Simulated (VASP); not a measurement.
## Co: single point with PBE-based screened hybrid with 25 % exact exchange

The system is Co.

```
Co
1.0
     2.45988    0.00000    0.00000
    -1.22994    2.13032    0.00000
     0.00000    0.00000    4.13770
Co
2
Cartesian
  1.2299 0.7101 3.1033
  0.0000 1.4202 1.0344
```

| Quantity | Value |
| --- | --- |
| Program | VASP 6.6.1 |
| Task | single point |
| Functional | PBE-based screened hybrid with 25 % exact exchange |
| Potentials or basis | VASP PAW PBE potentials, release 64 (Co) |
| Cutoff | 520 eV |
| k mesh | 6 × 6 × 4 |
| Occupations | fermi-dirac, width 0.05 eV |
| Spin | collinear spin, ferromagnetic start |
| Starting moments | [2.0, 2.0] μB |
| Dipole correction | no |
| Grid for exact exchange (PRECFOCK) | Normal |
| Share of exact exchange | 0.25 |
| Further INCAR settings | ALGO = Normal; EDIFF = 1e-06; NBANDS = 20 |
| Screening parameter | 0.3 1/Å |

The pressure is -0.5 GPa, the net moment is 3.67 μB per cell and the site moments are Co +1.90 μB. The valence electrons inside the program's atomic spheres are Co 8.30.

Stress tensor (GPa, compression positive):
```
-0.72  0.00  0.00
 0.00 -0.72  0.00
 0.00  0.00 -0.14
```

Levels at points of the mesh, in eV from the Fermi level:
Spin up:
| k point | band 9 | band 10 | band 11 | band 12 | band 13 | band 14 |
| --- | --- | --- | --- | --- | --- | --- |
| (0.00, 0.00, 0.00) | -4.80 | -3.79 | -3.79 | -0.98 | 5.43 | 23.21 |
| (0.50, 0.00, 0.00) | -3.23 | -3.12 | 0.42 | 2.86 | 9.53 | 10.44 |
| (0.00, 0.00, 0.50) | -4.09 | -4.09 | -4.09 | -4.09 | 14.39 | 14.39 |
| (0.50, 0.00, 0.50) | -3.16 | -3.16 | 1.27 | 1.27 | 7.15 | 7.15 |
Spin down:
```tsv
k point	band 5	band 6	band 7	band 8	band 9	band 10
(0.00, 0.00, 0.00)	-1.54	-1.54	-1.18	-1.18	0.56	0.56
(0.50, 0.00, 0.00)	-1.57	-1.28	-0.88	1.53	1.66	2.16
(0.00, 0.00, 0.50)	-1.54	-1.54	-1.54	-1.54	1.47	1.47
(0.50, 0.00, 0.50)	-0.45	-0.45	0.48	0.48	1.61	1.61
```

Run time: 2.1 h on 1 thread of AMD EPYC 7R13 Processor (Zen 3) (shared host), peak memory 0.22 GiB.

Caveat: the k points lie up to 0.49 Å⁻¹ apart; the PAW data sets were made with another functional, which shifts forces and pressure a little.
